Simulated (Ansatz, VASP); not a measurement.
One calculation of SiO2, two programs

```
Si O
1.0
     7.27502    0.00000    0.00000
    -3.63751    6.30036    0.00000
     0.00000    0.00000    6.99412
Si O
6 12
Cartesian
  1.0931 4.8313 2.9142
  2.5444 1.4690 6.4113
  0.0000 2.9381 5.2456
  4.7306 1.4690 4.0799
  3.6375 3.3623 1.7485
  -1.0931 4.8313 0.5828
  3.0467 2.4412 0.5828
  -2.4844 4.3031 1.1657
  4.2284 2.4412 2.9142
  2.4844 4.3031 2.3314
  1.1531 1.9972 5.8284
  3.6375 1.4179 5.2456
  -0.5908 3.8591 6.4113
  2.3062 0.0000 0.0000
  -1.1531 1.9972 4.6627
  0.0000 4.8825 1.7485
  0.5908 3.8591 4.0799
  4.9688 0.0000 3.4971
```

Alike in both runs: functional LDA; k mesh 6 × 6 × 4; occupations gaussian, width 0.02 eV; no spin polarisation.

Ansatz relaxed the structure, and its values are those at the end. VASP's run is a single point on that final structure, the one shown.

```csv
,VASP,Ansatz
version,VASP 6.6.1,Ansatz 0.2.0
potentials or method,"VASP PAW LDA potentials, release 64 (Si, O), cutoff 520 eV","scalar-relativistic, plane waves, PAW"
valence electrons in the cell,96,96
```

|  | VASP | Ansatz | Ansatz less VASP |
| --- | --- | --- | --- |
| gap on the k mesh at the Fermi level (eV) | 5.65 | 5.66 | +0.005 |
| least direct gap on the mesh (eV) | 5.81 | 5.81 | +0.003 |
| pressure (GPa) | 0.4 | 0.0 | -0.38 |
| rms of the force components (eV/Å) | 0.006 | 0.000 | -0.0055 |

LDA's correlation is that of Perdew and Zunger in VASP and of Perdew and Wang (1992) in Ansatz.
